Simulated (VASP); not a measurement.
Runs of VASP 6.6.1 on BaS. The structure is that of space group I4/mmm (No. 139), or close to it. The cells are those of the table. 

| level | cell | k mesh | smearing | gap on the mesh (eV) | pressure (GPa) |
| --- | --- | --- | --- | --- | --- |
| PBE | a = 4.581, b = 4.581, c = 4.656 Å, angles 59.5, 59.5, 61.1°, 2 atoms | 8 × 8 × 8 | fermi-dirac 0.02 eV | 2.12 | -0.9 |
| PBE | a = 4.588, b = 4.588, c = 4.678 Å, angles 59.3, 59.3, 61.3°, 2 atoms | 8 × 8 × 8 | fermi-dirac 0.02 eV | 2.11 | -1.1 |
| PBE | a = 4.588, b = 4.588, c = 4.678 Å, angles 59.3, 59.3, 61.3°, 2 atoms | 4 × 4 × 4 | gaussian 0.01 eV | 2.11 | -1.1 |
| r2SCAN | a = 4.581, b = 4.581, c = 4.656 Å, angles 59.5, 59.5, 61.1°, 2 atoms | 8 × 8 × 8 | gaussian 0.01 eV | 2.46 | (a) |
| r2SCAN | a = 4.588, b = 4.588, c = 4.678 Å, angles 59.3, 59.3, 61.3°, 2 atoms | 8 × 8 × 8 | gaussian 0.01 eV | 2.46 | -1.3 |
| PBE | a = 4.581, b = 4.581, c = 4.656 Å, angles 59.5, 59.5, 61.1°, 2 atoms | 4 × 4 × 4 | gaussian 0.01 eV | 2.11 | -0.9 |

Alike in all rows: task single point; potentials or basis VASP PAW PBE potentials, release 64 (Ba_sv, S); no spin polarisation; cutoff (eV) 520.

Fill in the values left out.

(a) -1.0.

Caveats: spin-orbit coupling is left out, which moves the levels of the heavy elements; the PAW data sets were made with another functional, which shifts forces and pressure a little (at least some runs).

A k mesh can miss the band edges, and the runs leave out spin-orbit coupling on Ba.
